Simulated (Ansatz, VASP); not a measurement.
# Two plane-wave programs on FeO

```
CELL_PARAMETERS angstrom
1.51768 0.87623 2.51579
-1.51768 0.87623 2.51579
0.00000 -1.75247 2.51579
ATOMIC_POSITIONS crystal
Fe 0.00000 0.00000 0.00000
O 0.50000 0.50000 0.50000
```

Alike in both runs: task single point; functional PBE; k mesh 9 × 9 × 9; occupations fermi-dirac, width 0.05 eV; collinear spin; fixed moment 4.5 μB.

```csv
,VASP,Ansatz
version,VASP 6.6.1,Ansatz 0.2.0
potentials or method,"VASP PAW PBE potentials, release 64 (Fe, O)",Ansatz PAW
plane-wave cutoff (eV),520,420
valence electrons in the cell,14,22
```

|  | VASP | Ansatz | Ansatz less VASP |
| --- | --- | --- | --- |
| pressure (GPa) | 10.8 | 10.8 | +0.04 |
| traceless stress, the component that is largest in VASP (GPa) | -0.78 | -0.76 | +0.019 |
| net moment per atom (μB) | 2.25 | 2.25 | 0.000 |
| size of the moment on the site where the two differ most (μB) | 3.86 | 3.65 | -0.214 |

Site moments also hang on the region over which each program counts them. VASP's potentials hold 14 valence electrons a cell and Ansatz's 22, so a difference there can come from the potentials and not from the codes.
